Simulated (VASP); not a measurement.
# Rb in VASP: density of states with PBE

Aim: the density of states of Rb with PBE.

Everything below comes from runs of VASP 6.6.1. Logs are shortened: lines on timing, memory, paths and dates and some standing lists are left out, and cuts for length are marked.

### Step 1. The cell of the first run

The cell holds a sheet with vacuum, 2 atoms: a = 4.733 Å, b = 4.733 Å, c = 31.791 Å, α = 90.00°, β = 90.00°, γ = 90.00°.

### Step 2. Density of states, PBE

The input, POSCAR:

```
Rb
1.0
    4.7327881175      0.0000000000      0.0000000000
    0.0000000000      4.7327881175      0.0000000000
    0.0000000000      0.0000000000     31.7912291673
Rb
2
Direct
    0.0000000000      0.5000000000      0.2066828578
    0.5000000000      0.0000000000      0.3280558247
```

The input, INCAR.step1:

```
PREC = Accurate
ENCUT = 520
EDIFF = 1E-7
ISMEAR = 0
SIGMA = 0.1
LREAL = False
LASPH = True
NELM = 100
ALGO = Normal
ISIF = 2
LWAVE = False
LCHARG = True
LDIPOL = True
IDIPOL = 3
DIPOL = 0.5 0.5 0.267
GGA = PE
NBANDS = 16
```

The input, KPOINTS.step1:

```
Automatic mesh
0
Gamma
  12 12 1
```

The input, INCAR.step2:

```
PREC = Accurate
ENCUT = 520
EDIFF = 1E-7
ISMEAR = -5
SIGMA = 0.1
LREAL = False
LASPH = True
NELM = 100
ALGO = Normal
ISIF = 2
LWAVE = False
LCHARG = False
LDIPOL = True
IDIPOL = 3
DIPOL = 0.5 0.5 0.267
GGA = PE
LORBIT = 11
NBANDS = 16
NEDOS = 2001
ICHARG = 11
```

The input, KPOINTS.step2:

```
Automatic mesh
0
Gamma
  18 18 1
```

Potentials or basis: VASP PAW PBE potentials, release 64 (Rb_sv).

On the command line:

```console
$ cat potpaw_PBE.64/Rb_sv/POTCAR > POTCAR
$ cp INCAR.step1 INCAR
$ cp KPOINTS.step1 KPOINTS
$ mpirun -np 1 vasp_std > vasp.out
$ cp INCAR.step2 INCAR
$ cp KPOINTS.step2 KPOINTS
$ mpirun -np 1 vasp_std > vasp.out
```

OUTCAR:

```text
PREC = Accurate
   ENCUT = 520
   EDIFF = 1E-7
   ISMEAR = -5
   LREAL = False
   LASPH = True
   NELM = 100
   ISIF = 2
   GGA = PE
   LORBIT = 11
   ICHARG = 11

 ion  position               nearest neighbor table
   1  0.000  0.500  0.207-   2 5.11   2 5.11   2 5.11   2 5.11
   2  0.500  0.000  0.328-   1 5.11   1 5.11   1 5.11   1 5.11

  LATTYP: Found a simple tetragonal cell.
 ALAT       =     4.7327881175
 C/A-ratio  =     6.7172306002

  Lattice vectors:

 A1 = (   4.7327881175,   0.0000000000,   0.0000000000)
 A2 = (   0.0000000000,   4.7327881175,   0.0000000000)
 A3 = (   0.0000000000,   0.0000000000,  31.7912291673)

Analysis of symmetry for initial positions (statically):
=====================================================================
 Subroutine PRICEL returns:
 Original cell was already a primitive cell.

 Routine SETGRP: Setting up the symmetry group for a
 simple tetragonal supercell.

 Subroutine GETGRP returns: Found 16 space group operations
 (whereof  4 operations were pure point group operations)
 out of a pool of 16 trial point group operations.

The static configuration has the point symmetry C_2v.
 The point group associated with its full space group is D_4h.

Analysis of symmetry for dynamics (positions and initial velocities):
=====================================================================
 Subroutine PRICEL returns:
 Original cell was already a primitive cell.

 Routine SETGRP: Setting up the symmetry group for a
 simple tetragonal supercell.

 Subroutine GETGRP returns: Found 16 space group operations
 (whereof  4 operations were pure point group operations)
 out of a pool of 16 trial point group operations.

The dynamic configuration has the point symmetry C_2v.
 The point group associated with its full space group is D_4h.

 Subroutine INISYM returns: Found 16 space group operations
 (whereof  4 operations are pure point group operations),
 and found     1 'primitive' translations

----------------------------------------------------------------------------------------

                                     Primitive cell

  volume of cell :     712.1008

  direct lattice vectors                    reciprocal lattice vectors
     4.732788118  0.000000000  0.000000000     0.211291944  0.000000000  0.000000000
     0.000000000  4.732788118  0.000000000     0.000000000  0.211291944  0.000000000
     0.000000000  0.000000000 31.791229167     0.000000000  0.000000000  0.031455217

  length of vectors
     4.732788118  4.732788118 31.791229167     0.211291944  0.211291944  0.031455217

  position of ions in fractional coordinates (direct lattice)
     0.000000000  0.500000000  0.206682858
     0.500000000  0.000000000  0.328055825

  ion indices of the primitive-cell ions
   primitive index   ion index
                 1           1
                 2           2

----------------------------------------------------------------------------------------

 KPOINTS: Automatic mesh

Automatic generation of k-mesh.
 Grid dimensions read from file:
 generate k-points for:   18   18    1

 Generating k-lattice:

  Cartesian coordinates                     Fractional coordinates (reciprocal lattice)
     0.011738441  0.000000000  0.000000000     0.055555556  0.000000000  0.000000000
     0.000000000  0.011738441  0.000000000     0.000000000  0.055555556  0.000000000
     0.000000000  0.000000000  0.031455217     0.000000000  0.000000000  1.000000000

  Length of vectors
     0.011738441  0.011738441  0.031455217

  Shift w.r.t. Gamma in fractional coordinates (k-lattice)
     0.000000000  0.000000000  0.000000000

 TETIRR: Found    495 inequivalent tetrahedra from     1944

 Subroutine IBZKPT returns following result:
 ===========================================

 Found     55 irreducible k-points:

 Following reciprocal coordinates:
            Coordinates               Weight
  0.000000  0.000000  0.000000      1.000000
  0.055556  0.000000  0.000000      4.000000
  0.111111  0.000000  0.000000      4.000000
  0.166667  0.000000  0.000000      4.000000
  0.222222  0.000000  0.000000      4.000000
  0.277778  0.000000  0.000000      4.000000
[... 16 lines left out ...]
  0.277778  0.111111  0.000000      8.000000
  0.333333  0.111111  0.000000      8.000000
 [... further k-points ...]
   k-points           NKPTS =     55   k-points in BZ     NKDIM =     55   number of bands    NBANDS=     16
   number of dos      NEDOS =   2001   number of ions     NIONS =      2
   total plane-waves  NPLWV = 311040
   dimension x,y,z NGX =    36 NGY =   36 NGZ =  240
   dimension x,y,z NGXF=    72 NGYF=   72 NGZF=  480
   ions per type =               2
   NGX,Y,Z   is equivalent  to a cutoff of  12.65, 12.65, 12.55 a.u.
   NGXF,Y,Z  is equivalent  to a cutoff of  25.29, 25.29, 25.10 a.u.
 SYSTEM =  unknown system
   PREC   = accura    normal or accurate (medium, high low for compatibility)
   ISTART =      0    job   : 0-new  1-cont  2-samecut
   ICHARG =     11    charge: 1-file 2-atom 10-const
   ISPIN  =      1    spin polarized calculation?
   LNONCOLLINEAR =      F non collinear calculations
   LSORBIT =      F    spin-orbit coupling
   LASPH  =      T    aspherical Exc in radial PAW
   ENCUT  =  520.0 eV  38.22 Ry    6.18 a.u.   8.80  8.80 59.11*2*pi/ulx,y,z
   NELM   =    100;   NELMIN=  2; NELMDL=  0     # of ELM steps
   EDIFF  = 0.1E-06   stopping-criterion for ELM
   LREAL  =      F    real-space projection
   EDIFFG = 0.1E-05   stopping-criterion for IOM
   NSW    =      0    number of steps for IOM
   IBRION =     -1    ionic relax: 0-MD 1-quasi-New 2-CG
   NFREE  =      0    steps in history (QN), initial steepest desc. (CG)
   ISIF   =      2    stress and relaxation
   ISYM   =      2    0-nonsym 1-usesym 2-fastsym
   POTIM  = 0.5000    time-step for ionic-motion
   TEBEG  =    0.0;   TEEND  =   0.0 temperature during run
   PSTRESS=    0.0 pullay stress
   NELECT =      18.0000    total number of electrons
   NUPDOWN=      -1.0000    fix difference up-down
   EMIN   =  10.00;   EMAX   =-10.00  energy-range for DOS
   EFERMI =   0.00;   METHOD = LEGACY
   ISMEAR =    -5;   SIGMA  =   0.10  broadening in eV -4-tet -1-fermi 0-gaus
   EFERMI_NEDOS =   21; number of points for ismear=-14 and -15
   IALGO  =     38    algorithm
   IMIX   =      4    mixing-type and parameters
     AMIX     =   0.40;   BMIX     =  1.00
     AMIX_MAG =   1.60;   BMIX_MAG =  1.00
  volume/ion in A,a.u.               =     356.05      2402.75
  Fermi-wavevector in a.u.,A,eV,Ry     =   0.480454  0.907926  3.140716  0.230836
  Thomas-Fermi vector in A             =   1.478018
   LORBIT       =     11    0 simple, 1 ext, 2 COOP (PROOUT), +10 PAW based schemes
   GGA     = PE    functional components
   LHFCALC =     F    Hartree Fock is set to
   AEXX    =    0.0000 exact exchange contribution
   IVDW    =     0    specifies the selected vdW correction
   LEPSILON=     F    determine dielectric tensor
   LRPA    =     F    only Hartree local field effects (RPA)
 non-spin polarized calculation
 Fermi weights with tetrahedron method with Bloechl corrections
  energy-cutoff  :      520.00
  volume of cell :      712.10
 maximum number of plane-waves:     19240
 NGX is ok and might be reduce to    36

 number of electron      18.0000000 magnetization

 dipolmoment           0.000000      0.000000     -0.000091 electrons x Angstroem

 Free energy of the ion-electron system (eV)
  ---------------------------------------------------
  ext. energy  EPLUGINS =         0.00000000
  ---------------------------------------------------
  free energy    TOTEN  =        -1.61811215 eV

  energy without entropy =       -1.61811215  energy(sigma->0) =       -1.61811215

 E-fermi :  -1.6536     XC(G=0):  -1.7996

 val. band max:       -1.6586201256   @ k =   0.2778   0.1111   0.0000
 cond. band min:      -1.6567839250   @ k =   0.3889   0.2778   0.0000
 fundamental gap:      0.0018362007
 Fermi energy:        -1.6536335824

 k-point     1 :       0.0000    0.0000    0.0000
  band No.  band energies     occupation
      1     -30.7286      2.00000
      2     -30.7265      2.00000
      3     -14.8489      2.00000
      4     -14.8037      2.00000
      5     -14.7697      2.00000
      6     -14.7697      2.00000
[... 8 lines left out ...]
     15       0.7568      0.00000
     16       0.8539      0.00000

 k-point     2 :       0.0556    0.0000    0.0000
  band No.  band energies     occupation
      1     -30.7285      2.00000
      2     -30.7264      2.00000
      3     -14.8483      2.00000
      4     -14.8040      2.00000
      5     -14.7722      2.00000
      6     -14.7694      2.00000
[... 8 lines left out ...]
     15       0.7746      0.00000
     16       0.8712      0.00000

 k-point     3 :       0.1111    0.0000    0.0000
  band No.  band energies     occupation
      1     -30.7282      2.00000
      2     -30.7262      2.00000
      3     -14.8468      2.00000
      4     -14.8052      2.00000
      5     -14.7791      2.00000
      6     -14.7690      2.00000
[... 8 lines left out ...]
     15       0.8284      0.00000
     16       0.9227      0.00000
[... 362 lines left out ...]
 k-point    23 :       0.2778    0.1111    0.0000
  band No.  band energies     occupation
      1     -30.7260      2.00000
      2     -30.7247      2.00000
      3     -14.8392      2.00000
      4     -14.8277      2.00000
      5     -14.8086      2.00000
      6     -14.8000      2.00000
[... 8 lines left out ...]
     15       1.0382      0.00000
     16       1.2065      0.00000

 k-point    24 :       0.3333    0.1111    0.0000
  band No.  band energies     occupation
      1     -30.7254      2.00000
      2     -30.7243      2.00000
      3     -14.8432      2.00000
      4     -14.8409      2.00000
      5     -14.8158      2.00000
      6     -14.8022      2.00000
[... 8 lines left out ...]
     15       1.0487      0.00000
     16       1.1925      0.00000

 [... further k-points ...]

------------------------ aborting loop because EDIFF is reached ----------------------------------------

 vacuum level on the upper side and lower side of the slab       (xc-potential included)        -0.006        -0.005

  FORCE on cell =-STRESS in cart. coord.  units (eV):
  Direction    XX          YY          ZZ          XY          YZ          ZX
  --------------------------------------------------------------------------------------
  -------------------------------------------------------------------------------------
  Total        0.0273261      0.0273261      0.0013637      0.0000000      0.0000000     -0.0000000
  in kB        0.0614819      0.0614819      0.0030681      0.0000000      0.0000000     -0.0000000
  external PRESSURE =       0.0420106 kB  Pullay stress =       0.0000000 kB

 VOLUME and BASIS-vectors are now :
 -----------------------------------------------------------------------------
  energy-cutoff  :      520.00
  volume of cell :      712.10
      direct lattice vectors                 reciprocal lattice vectors
     4.732788118  0.000000000  0.000000000     0.211291944  0.000000000  0.000000000
     0.000000000  4.732788118  0.000000000     0.000000000  0.211291944  0.000000000
     0.000000000  0.000000000 31.791229167     0.000000000  0.000000000  0.031455217

 POSITION                                       TOTAL-FORCE (eV/Angst)
 -----------------------------------------------------------------------------------
      0.00000      2.36639      6.57070        -0.000000     -0.000000      0.004794
      2.36639      0.00000     10.42930         0.000000      0.000000     -0.004794
 -----------------------------------------------------------------------------------
    total drift:                                0.000000      0.000000     -0.005708

  FREE ENERGIE OF THE ION-ELECTRON SYSTEM (eV)
  ---------------------------------------------------
  free  energy   TOTEN  =        -1.6181121532 eV

  energy  without entropy=       -1.6181121532  energy(sigma->0) =       -1.61811215

 vacuum level on the upper side and lower side of the slab         0.633         0.633

 total charge

# of ion       s       p       d       tot
------------------------------------------
    1        1.966   5.318   0.005   7.289
    2        1.966   5.318   0.005   7.289
--------------------------------------------------
tot          3.933  10.635   0.009  14.578
```

Wall time 21 min (1 thread of Intel Xeon Platinum 8259CL at 2.50GHz (Skylake/Cascade Lake), shared host); peak memory 0.9 GiB.

Results:

| Item | Value |
| --- | --- |
| Valence electrons inside the program's atomic spheres | Rb 7.29 |

Caveat: tetrahedron occupations give inexact forces and stress in metals.
